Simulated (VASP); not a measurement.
Write the native input for VASP 6.6.1 that does the following.

* Task: single point
* Functional: PBE
* Potentials or basis: VASP PAW PBE potentials, release 64 (Y_sv, S)
* Cutoff: 520 eV
* k mesh: 6 × 6 × 6
* Occupations: gaussian, width 0.1 eV
* Spin: no spin polarisation
* Dipole correction: no
* Further INCAR settings: ALGO = Normal; EDIFF = 1e-07; NBANDS = 22

The structure of YS3 lies in POSCAR:

```
YS3
1.0
   -1.8696511783      1.8696511783      5.6908019242
    1.8696511783     -1.8696511783      5.6908019242
    1.8696511783      1.8696511783     -5.6908019242
Y S
1 3
Direct
    0.0000000000      0.0000000000      0.0000000000
    0.5000000000      0.5000000000      0.0000000000
    0.2500000000      0.7500000000      0.5000000000
    0.7500000000      0.2500000000      0.5000000000
```

One way to write it, as run:

INCAR

```
ALGO     = Normal         # electronic algorithm
EDIFF    = 1E-7           # SCF threshold, eV
ENCUT    = 520            # plane-wave cutoff, eV
GGA      = PE             # functional
ISIF     = 2              # what is computed and relaxed
ISMEAR   = 0              # smearing method
LASPH    = True           # aspherical terms in the spheres
LCHARG   = False          # write CHGCAR
LREAL    = False          # projectors in reciprocal space
LWAVE    = False          # write WAVECAR
NBANDS   = 22             # bands
NELM     = 60             # most SCF steps
PREC     = Accurate       # precision mode
SIGMA    = 0.1            # smearing width, eV
```

KPOINTS

```
k-points
0
Gamma
  6 6 6
```

Potentials or basis: VASP PAW PBE potentials, release 64 (Y_sv, S).

Run with:

```sh
$ cat potpaw_PBE.64/Y_sv/POTCAR potpaw_PBE.64/S/POTCAR > POTCAR
$ mpirun -np 1 vasp_std > vasp.out
```

It gave:

```json
{
  "Pressure": "0.0 GPa"
}
```

Caveat: the k points lie up to 0.40 Å⁻¹ apart.

Wall time 2.7 min on 1 thread of Oxide Virtual Turin-like Processor, with other jobs on the host, peak memory 0.31 GiB.
